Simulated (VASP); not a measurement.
A run of VASP 6.6.1 is set up as follows.

File INCAR:

```
SYSTEM = CuI
  PREC = Accurate
  ENCUT = 520
  EDIFF = 1E-7
  ISMEAR = -1
  SIGMA = 0.02
  LREAL = .FALSE.
  LASPH = .TRUE.
  NELM = 60
  ALGO = Normal
  ISIF = 2
  LWAVE = .FALSE.
  LCHARG = .TRUE.
  GGA = PE
  LELF = .TRUE.
  LVHAR = .TRUE.
  NBANDS = 26
```

File KPOINTS:

```
Automatic mesh
0
G
  6 6 4
  0 0 0
```

Contents of POSCAR:

```
CuI
1.0
    4.0551101088     -0.0932675325      0.0000000000
   -0.0932675325      4.0551101088      0.0000000000
    0.0000000000      0.0000000000      6.3456838742
Cu I
2 2
Direct
    0.5000000000      0.5000000000      0.0000000000
    0.0000000000      0.0000000000      0.0000000000
    0.5000000000      0.0000000000      0.2665269579
    0.0000000000      0.5000000000      0.7334730421
```

Potentials or basis: VASP PAW PBE potentials, release 64 (Cu, I).

Launch:

```sh
$ cat potpaw_PBE.64/Cu/POTCAR potpaw_PBE.64/I/POTCAR > POTCAR
$ mpirun -np 1 vasp_std > vasp.out
```

**Question.** What does it give for the band gap on the k mesh?

**Answer.** 1.57 eV.

**Question.** Predict the largest force.

**Answer.** 0.158 eV/Å.

Stress tensor (GPa, compression positive):
```
 2.25 -0.04  0.00
-0.04  2.25  0.00
 0.00  0.00  2.42
```

Caveat: the cell differs from its parent crystal (shear xy strain -4.6%); spin-orbit coupling is left out, which moves the levels of the heavy elements; this functional lacks dispersion, which binds layers or chains, so the pressure and a relaxed spacing across them are unreliable.
